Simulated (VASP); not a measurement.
# SnO in VASP: single point with r2SCAN

Aim: the single point of SnO with r2SCAN.

All numbers are computed with VASP 6.6.1; they aren't measurements. Logs are shortened: lines on timing, memory, paths and dates and some standing lists are left out, and cuts for length are marked.

### Step 1. The cell of the first run

The typed cell holds 8 atoms: a = 3.793 Å, b = 3.793 Å, c = 9.533 Å, α = 90.00°, β = 90.00°, γ = 90.00°.

### Step 2. Single point, r2SCAN

Input file POSCAR:

```
SnO
1.0
    2.6818449265     -2.6818393007      0.0000000000
    2.6818449265      2.6818393007      0.0000000000
    0.0000000000      0.0000000000      9.5332225645
Sn O
4 4
Direct
    0.0000182419     -0.0000182419     -0.0012115306
   -0.0000182419      0.0000182419      0.4987884694
    0.4999817581      0.5000182419      0.2582115307
    0.5000182419      0.4999817581      0.7582115307
    0.9999794524      0.5000205476      0.3785000000
    0.0000205476      0.4999794524      0.8785000000
    0.4999794524      0.0000205476      0.3785000000
    0.5000205476      0.9999794524      0.8785000000
```

Input file INCAR.step1:

```
SYSTEM = SnO
PREC = Accurate ; ENCUT = 520
ISMEAR = -1 ; SIGMA = 0.02
LREAL = .FALSE. ; LASPH = .TRUE.
NELM = 60 ; NBANDS = 50
GGA = PE ; ALGO = Normal
EDIFF = 1E-4 ; LWAVE = .TRUE.
LCHARG = .FALSE.
```

Input file INCAR.step2:

```
SYSTEM = SnO
PREC = Accurate ; ENCUT = 520
EDIFF = 1E-6 ; ISMEAR = -1
SIGMA = 0.02 ; LREAL = .FALSE.
LASPH = .TRUE. ; NELM = 60
ALGO = Normal ; ISIF = 2
LWAVE = .FALSE. ; LCHARG = .FALSE.
METAGGA = R2SCAN ; LMIXTAU = .TRUE.
NBANDS = 50 ; ISTART = 1
```

Input file KPOINTS:

```
regular mesh
0
G
  6 6 4
  0 0 0
```

Potentials or basis: VASP PAW PBE potentials, release 64 (Sn_d, O).

On the command line:

```bash
> cat potpaw_PBE.64/Sn_d/POTCAR potpaw_PBE.64/O/POTCAR > POTCAR
> cp INCAR.step1 INCAR
> mpirun -np 1 vasp_std > vasp.out
> cp INCAR.step2 INCAR
> mpirun -np 1 vasp_std > vasp.out
```

OUTCAR:

```text
SYSTEM = SnO
   PREC = Accurate
   ENCUT = 520
   EDIFF = 1E-6
   ISMEAR = -1
   LREAL = .FALSE.
   LASPH = .TRUE.
   NELM = 60
   ISIF = 2
   METAGGA = R2SCAN
   ISTART = 1

 ion  position               nearest neighbor table
   1  0.000  1.000  0.999-   6 2.22   8 2.22   8 2.22   6 2.22   4 3.53   4 3.53   4 3.53   4 3.53
                             3 3.65   3 3.65   3 3.65   3 3.65
   2  1.000  0.000  0.499-   5 2.22   7 2.22   5 2.22   7 2.22   3 3.53   3 3.53   3 3.53   3 3.53
                             4 3.65   4 3.65   4 3.65   4 3.65
   3  0.500  0.500  0.258-   5 2.22   7 2.22   7 2.22   5 2.22   2 3.53   2 3.53   2 3.53   2 3.53
                             1 3.65   1 3.65   1 3.65   1 3.65
   4  0.500  0.500  0.758-   6 2.22   8 2.22   6 2.22   8 2.22   1 3.53   1 3.53   1 3.53   1 3.53
                             2 3.65   2 3.65   2 3.65   2 3.65
   5  1.000  0.500  0.379-   3 2.22   2 2.22   3 2.22   2 2.22
   6  0.000  0.500  0.879-   4 2.22   1 2.22   4 2.22   1 2.22
   7  0.500  0.000  0.379-   3 2.22   2 2.22   3 2.22   2 2.22
   8  0.500  1.000  0.879-   4 2.22   1 2.22   4 2.22   1 2.22

  LATTYP: Found a simple tetragonal cell.
 ALAT       =     3.7926974892
 C/A-ratio  =     2.5135731473

  Lattice vectors:

 A1 = (   2.6818449265,  -2.6818393007,   0.0000000000)
 A2 = (   2.6818449265,   2.6818393007,   0.0000000000)
 A3 = (   0.0000000000,   0.0000000000,   9.5332225645)

Analysis of symmetry for initial positions (statically):
=====================================================================
 Subroutine PRICEL returns:
 Original cell was already a primitive cell.

 Routine SETGRP: Setting up the symmetry group for a
 simple tetragonal supercell.

 Subroutine GETGRP returns: Found  8 space group operations
 (whereof  2 operations were pure point group operations)
 out of a pool of 16 trial point group operations.

The static configuration has the point symmetry C_1h.
 The point group associated with its full space group is D_2h.

Analysis of symmetry for dynamics (positions and initial velocities):
=====================================================================
 Subroutine PRICEL returns:
 Original cell was already a primitive cell.

 Routine SETGRP: Setting up the symmetry group for a
 simple tetragonal supercell.

 Subroutine GETGRP returns: Found  8 space group operations
 (whereof  2 operations were pure point group operations)
 out of a pool of 16 trial point group operations.

The dynamic configuration has the point symmetry C_1h.
[... 118 lines left out ...]
   ISIF   =      2    stress and relaxation
   ISYM   =      2    0-nonsym 1-usesym 2-fastsym
   POTIM  = 0.5000    time-step for ionic-motion
   TEBEG  =    0.0;   TEEND  =   0.0 temperature during run
   PSTRESS=    0.0 pullay stress
   NELECT =      80.0000    total number of electrons
   NUPDOWN=      -1.0000    fix difference up-down
   EMIN   =  10.00;   EMAX   =-10.00  energy-range for DOS
   EFERMI =   0.00;   METHOD = LEGACY
   ISMEAR =    -1;   SIGMA  =   0.02  broadening in eV -4-tet -1-fermi 0-gaus
   EFERMI_NEDOS =   21; number of points for ismear=-14 and -15
   IALGO  =     38    algorithm
   IMIX   =      4    mixing-type and parameters
     AMIX     =   0.40;   BMIX     =  1.00
     AMIX_MAG =   1.60;   BMIX_MAG =  1.00
  volume/ion in A,a.u.               =      17.14       115.68
  Fermi-wavevector in a.u.,A,eV,Ry     =   1.367916  2.584987 25.459144  1.871194
  Thomas-Fermi vector in A             =   2.493926
   LORBIT       =      0    0 simple, 1 ext, 2 COOP (PROOUT), +10 PAW based schemes
   METAGGA = R2SCAN    functional components
   LHFCALC =     F    Hartree Fock is set to
   AEXX    =    0.0000 exact exchange contribution
   IVDW    =     0    specifies the selected vdW correction
   LEPSILON=     F    determine dielectric tensor
   LRPA    =     F    only Hartree local field effects (RPA)
 non-spin polarized calculation
  energy-cutoff  :      520.00
  volume of cell :      137.13
 maximum number of plane-waves:      3716
   NGX = 15   NGY = 15   NGZ = 35

 number of electron      80.0000000 magnetization

 Free energy of the ion-electron system (eV)
  ---------------------------------------------------
  ext. energy  EPLUGINS =         0.00000000
  ---------------------------------------------------
  free energy    TOTEN  =      -133.77948624 eV

  energy without entropy =     -133.77904895  energy(sigma->0) =     -133.77926759

 E-fermi :   7.4897     XC(G=0): -11.0683

 val. band max:        7.4763906330   @ k =   0.0000   0.0000   0.0000
 cond. band min:       7.5212130571   @ k =   0.5000   0.5000   0.0000
 fundamental gap:      0.0448224242
 Fermi energy:         7.4896512144

 k-point     1 :       0.0000    0.0000    0.0000
  band No.  band energies     occupation
      1     -15.5903      2.00000
      2     -15.5700      2.00000
      3     -15.0241      2.00000
      4     -15.0029      2.00000
      5     -14.9967      2.00000
      6     -14.9967      2.00000
[... 1261 lines left out ...]
     49      13.3834      0.00000
     50      14.7660      0.00000

 [... further k-points ...]

------------------------ aborting loop because EDIFF is reached ----------------------------------------

  FORCE on cell =-STRESS in cart. coord.  units (eV):
  Direction    XX          YY          ZZ          XY          YZ          ZX
  --------------------------------------------------------------------------------------
  -------------------------------------------------------------------------------------
  Total        1.5723285      1.5726605      1.4688387      0.0000000     -0.0000000      0.0000000
  in kB       18.3703622     18.3742420     17.1612354      0.0000000     -0.0000000      0.0000000
  external PRESSURE =      17.9686132 kB  Pullay stress =       0.0000000 kB

 VOLUME and BASIS-vectors are now :
 -----------------------------------------------------------------------------
  energy-cutoff  :      520.00
  volume of cell :      137.13
      direct lattice vectors                 reciprocal lattice vectors
     2.681844927 -2.681839301  0.000000000     0.186438819 -0.186439210  0.000000000
     2.681844927  2.681839301  0.000000000     0.186438819  0.186439210  0.000000000
     0.000000000  0.000000000  9.533222565     0.000000000  0.000000000  0.104896324

 POSITION                                       TOTAL-FORCE (eV/Angst)
 -----------------------------------------------------------------------------------
      2.68184      2.68174      9.52167         0.000000      0.000035      0.118728
      2.68184     -2.68174      4.75506         0.000000     -0.000035      0.118728
      2.68184      0.00010      2.46159         0.000000     -0.000035     -0.118728
      2.68184     -0.00010      7.22820         0.000000      0.000035     -0.118728
      4.02277     -1.34081      3.60832         0.000000     -0.000112      0.000000
      1.34092      1.34081      8.37494         0.000000      0.000112      0.000000
      1.34092     -1.34081      3.60832         0.000000     -0.000112      0.000000
      4.02277      1.34081      8.37494         0.000000      0.000112      0.000000
 -----------------------------------------------------------------------------------
    total drift:                               -0.000000      0.000000     -0.000044

  FREE ENERGIE OF THE ION-ELECTRON SYSTEM (eV)
  ---------------------------------------------------
  free  energy   TOTEN  =      -133.7794862361 eV

  energy  without entropy=     -133.7790489502  energy(sigma->0) =     -133.77926759
```

OUTCAR.step1:

```text
SYSTEM = SnO
   PREC = Accurate
   ENCUT = 520
   ISMEAR = -1
   LREAL = .FALSE.
   LASPH = .TRUE.
   NELM = 60
[... 1521 lines left out ...]
      1.34092      1.34081      8.37494         0.000000      0.000101      0.000000
      1.34092     -1.34081      3.60832         0.000000     -0.000101      0.000000
      4.02277      1.34081      8.37494         0.000000      0.000101      0.000000
 -----------------------------------------------------------------------------------
    total drift:                               -0.000000      0.000000     -0.000003

  FREE ENERGIE OF THE ION-ELECTRON SYSTEM (eV)
  ---------------------------------------------------
  free  energy   TOTEN  =       -45.2797724275 eV

  energy  without entropy=      -45.2789316192  energy(sigma->0) =      -45.27935202
```

OSZICAR.step1:

```text
N       E                     dE             d eps       ncg     rms          rms(c)
DAV:   1     0.107941502280E+04    0.10794E+04   -0.37383E+04  4206   0.247E+03
DAV:   2     0.169754409044E+03   -0.90966E+03   -0.86933E+03  3972   0.701E+02
DAV:   3    -0.340898333023E+02   -0.20384E+03   -0.19416E+03  4326   0.252E+02
DAV:   4    -0.518966819973E+02   -0.17807E+02   -0.17453E+02  4588   0.772E+01
DAV:   5    -0.525710368221E+02   -0.67435E+00   -0.67233E+00  4480   0.155E+01    0.164E+01
DAV:   6    -0.451544215120E+02    0.74166E+01   -0.28930E+01  6098   0.490E+01    0.654E+00
DAV:   7    -0.453211287624E+02   -0.16671E+00   -0.45801E+00  4230   0.952E+00    0.374E+00
DAV:   8    -0.453064564503E+02    0.14672E-01   -0.79973E-01  5998   0.530E+00    0.134E+00
DAV:   9    -0.452778656396E+02    0.28591E-01   -0.16797E-01  6042   0.373E+00    0.384E-01
DAV:  10    -0.452818532303E+02   -0.39876E-02   -0.27194E-02  5438   0.149E+00    0.337E-01
DAV:  11    -0.452795851198E+02    0.22681E-02   -0.73412E-03  5622   0.799E-01    0.578E-02
DAV:  12    -0.452797876064E+02   -0.20249E-03   -0.23691E-03  4080   0.215E-01    0.613E-02
DAV:  13    -0.452797724275E+02    0.15179E-04   -0.74549E-05  2690   0.901E-02
   1 F= -.45279772E+02 E0= -.45279352E+02  d E =-.840808E-03
```

It took 6.8 min on 1 thread of Intel Xeon 6975P-C (Granite Rapids), shared host; peak memory 0.36 GiB.

Results:

| Property | Result |
| --- | --- |
| Free energy | -133.7795 eV |
| Pressure | 1.8 GPa |
| Largest force | 0.119 eV/Å |
| Band gap on the k mesh | 0.04 eV |

Forces on the atoms (eV/Å):
```
Sn   0.000  0.000  0.119
Sn   0.000  0.000  0.119
Sn   0.000  0.000 -0.119
Sn   0.000  0.000 -0.119
O    0.000  0.000  0.000
O    0.000  0.000  0.000
O    0.000  0.000  0.000
O    0.000  0.000  0.000
```

Caveat: the PAW data sets were made with another functional, which shifts forces and pressure a little; spin-orbit coupling is left out, which moves the levels of the heavy elements. A k mesh can miss the band edges.
